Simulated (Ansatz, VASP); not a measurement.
**Co in VASP and in Ansatz**

```xyz
2
Lattice="2.5054 0.0000 0.0000 -1.2527 2.1697 0.0000 0.0000 0.0000 4.0893" Properties=species:S:1:pos:R:3 pbc="T T T"
Co    0.0000    1.4465    1.0223
Co    1.2527    0.7232    3.0670
```

Alike in both runs: task single point; functional PBE; k mesh 14 × 14 × 7; collinear spin.

```csv
,VASP,Ansatz
version,VASP 6.6.1,Ansatz 0.2.0
potentials or method,"VASP PAW PBE potentials, release 64 (Co), cutoff 520 eV","PAW, plane waves, scalar-relativistic"
occupations,"methfessel-paxton of order 1, width 0.3 eV","cold, width 0.3 eV"
valence electrons in the cell,18,34
```

Ansatz gave:

- pressure (GPa): -4.8
- traceless stress, the component that is largest in VASP (GPa): -1.34
- net moment per atom (μB): 1.64
- size of the moment on the site where the two differ most (μB): 1.72

Task: What did VASP give for the same quantities?

Result: Pressure (GPa): -5.4; traceless stress, the component that is largest in VASP (GPa): -1.68; net moment per atom (μB): 1.62; size of the moment on the site where the two differ most (μB): 1.65.

Site moments also hang on the region over which each program counts them. VASP's potentials hold 18 valence electrons a cell and Ansatz's 34, so a difference there can come from the potentials and not from the codes. Ansatz's warnings: stability check not made.
